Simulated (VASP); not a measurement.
Set up this calculation in VASP 6.6.1, as the native input.

```
Task                   : single point
Functional             : PBE
Potentials or basis    : VASP PAW PBE potentials, release 64 (O, H, C)
Cutoff                 : 520 eV
k mesh                 : 1 × 1 × 1
Occupations            : fermi-dirac, width 0.05 eV
Spin                   : no spin polarisation
Dipole correction      : no
Further INCAR settings : LREAL = Auto; ALGO = Normal; EDIFF = 1e-06; NBANDS = 61
```

The structure of H14C4O lies in POSCAR:

```
H14C4O
1.0
    7.5361220000      0.0000000000      0.0000000000
    0.0000000000      7.5361220000      0.0000000000
    0.0000000000      0.0000000000      7.5361220000
O H C
2 28 8
Direct
    0.6337211632      1.1144989426      0.7854437601
    0.7168673756      0.3697259678      1.1134639275
    0.6866528965      1.0853460175      0.6721096076
    0.5085904926      1.0668351707      0.7780659602
    0.6341192459      0.4533100711      1.1791077692
    0.6566374589      0.3600392881      1.0012444066
    0.1203404085     -0.0661348105      0.1833303654
    0.1431903571      0.1408947467      0.2980710769
   -0.0554396545      0.0982070089      0.1808224442
    0.1214019624      0.2926438824     -0.0259549938
    0.3316161814      0.1611173492      0.0061039352
    0.1465740602      0.0941067568     -0.1081325382
    0.8343946661      0.7212330161      0.7281729250
    0.6826455304      0.5337227821      0.7037704538
    0.8631097002      0.5543700062      0.5534676854
    0.6465526965      0.7173450748      0.3659839902
    0.5276055775      0.7960460300      0.5523265149
    0.7243646003      0.8868487002      0.4988374657
    0.4685301008      0.6808010804      1.1665150856
    0.5565329224      0.7128732789      0.9592599483
    0.4403856519      0.8815143916      1.0762299230
    0.2723682021      0.7151025421      0.8198381077
    0.2973147197      0.5254028531      0.9550137325
    0.1519216382      0.6986749949      1.0273586335
    0.0611985846      0.6142283790      0.3848133032
    0.1502098825      0.6233710123      0.5961156149
    0.2788171423      0.6997763571      0.4140458448
    0.3819338381      0.4137804563      0.5799401867
    0.1802253201      0.3288296023      0.5575546680
    0.3134105313      0.3566821238      0.3643651204
    0.0857072112      0.0811027210      0.1760719903
    0.1759791044      0.1666241603      0.0151006048
    0.7628592000      0.6314520917      0.6321686406
    0.6574734326      0.7613332162      0.5039992718
    0.4453749554      0.7448127830      1.0446752322
    0.2726733989      0.6663772163      0.9596845699
    0.1821228478      0.5932361498      0.4549952880
    0.2680423698      0.4175489728      0.4879963461
```

The input as run:

INCAR

```
SYSTEM = H14C4O
ALGO     = Normal         ! electronic algorithm
EDIFF    = 1E-6           ! SCF threshold, eV
ENCUT    = 520            ! plane-wave cutoff, eV
GGA      = PE             ! functional
ISIF     = 2              ! what is computed and relaxed
ISMEAR   = -1             ! smearing method
LASPH    = .TRUE.         ! aspherical terms in the spheres
LCHARG   = .FALSE.        ! write CHGCAR
LREAL    = Auto         
LWAVE    = .FALSE.        ! write WAVECAR
NBANDS   = 61             ! bands
NELM     = 60             ! most SCF steps
PREC     = Accurate       ! precision mode
SIGMA    = 0.05           ! smearing width, eV
```

KPOINTS

```
k-points
0
G
  1 1 1
  0 0 0
```

Potentials or basis: VASP PAW PBE potentials, release 64 (O, H, C).

The run is started by

```console
$ cat potpaw_PBE.64/O/POTCAR potpaw_PBE.64/H/POTCAR potpaw_PBE.64/C/POTCAR > POTCAR
$ mpirun -np 1 vasp_gam > vasp.out
```

It gave:

| Item | Value |
| --- | --- |
| Pressure | 0.3 GPa |
| Largest force | 3.581 eV/Å |
| Band gap on the k mesh | 5.22 eV |

Caveat: the k points lie up to 0.83 Å⁻¹ apart.

Run time: 29 s on 1 thread of Intel(R) Xeon(R) 6975P-C (Granite Rapids) (shared host), peak memory 0.39 GiB.
